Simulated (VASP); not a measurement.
Ag: single point with PBE

Ag:

```
Ag
1.0
     0.00000    3.10692    3.10692
     3.10692    0.00000    3.10692
     3.10692    3.10692    0.00000
Ag
2
Direct
  0.12500 0.12500 0.12500
  0.87500 0.87500 0.87500
```

This isn't the form of Ag at room conditions, which is fcc.

| Item | Value |
| --- | --- |
| Program | VASP 6.6.1 |
| Task | single point |
| Functional | PBE |
| Potentials or basis | VASP PAW PBE potentials, release 64 (Ag) |
| Cutoff | 520 eV |
| k mesh | 10 × 10 × 10 |
| Occupations | fermi-dirac, width 0.1 eV |
| Spin | no spin polarisation |

```yaml
Pressure: 0.0 GPa
Band_gap_on_the_k_mesh: zero (bands 11 and 12 overlap by 0.94 eV)
```

Levels at points of the mesh, in eV from the Fermi level:
```csv
k point,band 9,band 10,band 11,band 12,band 13,band 14
"(0.00, 0.00, 0.00)",-3.21,-2.66,-2.66,8.48,8.48,8.48
"(0.50, 0.00, 0.00)",-2.70,-2.70,-0.91,-0.53,6.13,6.13
"(0.50, 0.50, 0.00)",-2.59,-2.59,0.12,0.12,3.51,3.51
```

Wall time 28 s on 1 thread of AMD EPYC 9R45 96-Core Processor (Zen 5) (shared host), peak memory 0.19 GiB.
